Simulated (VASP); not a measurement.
Input of a VASP 6.6.1 run:

INCAR

```
SYSTEM = PtSe
PREC = Accurate ; ENCUT = 520
EDIFF = 1E-6 ; ISMEAR = -1
SIGMA = 0.05 ; LREAL = .FALSE.
LASPH = .TRUE. ; NELM = 80
ALGO = Normal ; ISIF = 2
LWAVE = .FALSE. ; LCHARG = .FALSE.
GGA = PE ; NBANDS = 15
```

KPOINTS

```
Automatic mesh
0
G
  8 8 8
  0 0 0
```

POSCAR

```
PtSe
1.0
    0.0000000000      2.5451718984      2.5451718984
    2.5451718984      0.0000000000      2.5451718984
    2.5451718984      2.5451718984      0.0000000000
Pt Se
1 1
Direct
    0.5000000000      0.5000000000      0.5000000000
    0.0000000000      0.0000000000      0.0000000000
```

Potentials or basis: VASP PAW PBE potentials, release 64 (Pt, Se).

Command:

```console
$ cat potpaw_PBE.64/Pt/POTCAR potpaw_PBE.64/Se/POTCAR > POTCAR
$ mpirun -np 1 vasp_std > vasp.out
```

Q: What does it give for the pressure?

A: 20.1 GPa.

Q: Estimate the band gap on the k mesh.

A: Zero (band 8 reaches 12.36 eV, above the bottom of band 9 at 7.64 eV).

Caveat: spin-orbit coupling is left out, which moves the levels of the heavy elements.
